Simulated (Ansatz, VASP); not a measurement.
Two plane-wave programs on SiO2

```xyz
6
Lattice="-1.7980 1.7980 4.3435 1.7980 -1.7980 4.3435 1.7980 1.7980 -4.3435" Properties=species:S:1:pos:R:3 pbc="T T T"
Si    0.0000    1.7980    2.1718
Si    0.0000    0.0000    0.0000
O     0.0000    1.7980    0.3663
O     0.0000    0.0000    6.8816
O     0.0000    0.0000    1.8054
O     0.0000    1.7980    3.9772
```

Alike in both runs: task single point; functional PBE; k mesh 8 × 8 × 8; no spin polarisation.

|  | VASP | Ansatz |
| --- | --- | --- |
| version | VASP 6.6.1 | Ansatz 0.2.0 |
| potentials or method | VASP PAW PBE potentials, release 64 (Si, O) | plane waves, PAW |
| plane-wave cutoff (eV) | 520 | 420 |
| occupations | gaussian, width 0.01 eV | fixed |
| valence electrons in the cell | 32 | 32 |

Ansatz gave:

| Quantity | Value |
| --- | --- |
| gap on the k mesh at the Fermi level (eV) | 4.86 |
| pressure (GPa) | -13.8 |
| traceless stress, the component that is largest in VASP (GPa) | -2.13 |
| rms of the force components (eV/Å) | 0.238 |

Question: What did VASP give for the same quantities?

Answer: gap on the k mesh at the Fermi level (eV): 4.84; pressure (GPa): -13.7; traceless stress, the component that is largest in VASP (GPa): -1.78; rms of the force components (eV/Å): 0.235.

Atom by atom the forces differ by 0.003 eV/Å (rms over components).
